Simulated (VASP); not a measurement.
# Hg3Pt: single point with r2SCAN

The system is Hg3Pt.

```
Hg Pt
1.0
     4.34422    0.00000    0.00000
     0.00000    4.34422    0.00000
     0.00000    0.00000    4.34422
Hg Pt
3 1
Direct
  0.00000 0.50000 0.50000
  0.50000 0.00000 0.50000
  0.50000 0.50000 0.00000
  0.00000 0.00000 0.00000
```

- Program: VASP 6.6.1
- Task: single point
- Functional: r2SCAN
- Potentials or basis: VASP PAW PBE potentials, release 64 (Hg, Pt)
- Cutoff: 520 eV
- k mesh: 5 × 5 × 5
- Occupations: gaussian, width 0.1 eV
- Spin: no spin polarisation

The pressure is -3.2 GPa and the band gap on the k mesh is zero (band 23 reaches 5.67 eV, above the bottom of band 24 at 3.63 eV).

Levels at points of the mesh, in eV from the Fermi level:
| k point | band 18 | band 19 | band 20 | band 21 | band 22 | band 23 | band 24 | band 25 | band 26 | band 27 |
| --- | --- | --- | --- | --- | --- | --- | --- | --- | --- | --- |
| (0.00, 0.00, 0.00) | -2.49 | -1.60 | -1.60 | -1.60 | 0.00 | 0.00 | 0.00 | 2.15 | 2.15 | 3.37 |

It took 52 s on 1 thread of AMD EPYC 9R45 96-Core Processor (Zen 5), on a shared host, peak memory 0.16 GiB.

Caveat: the PAW data sets were made with another functional, which shifts forces and pressure a little; spin-orbit coupling is left out, which moves the levels of the heavy elements.
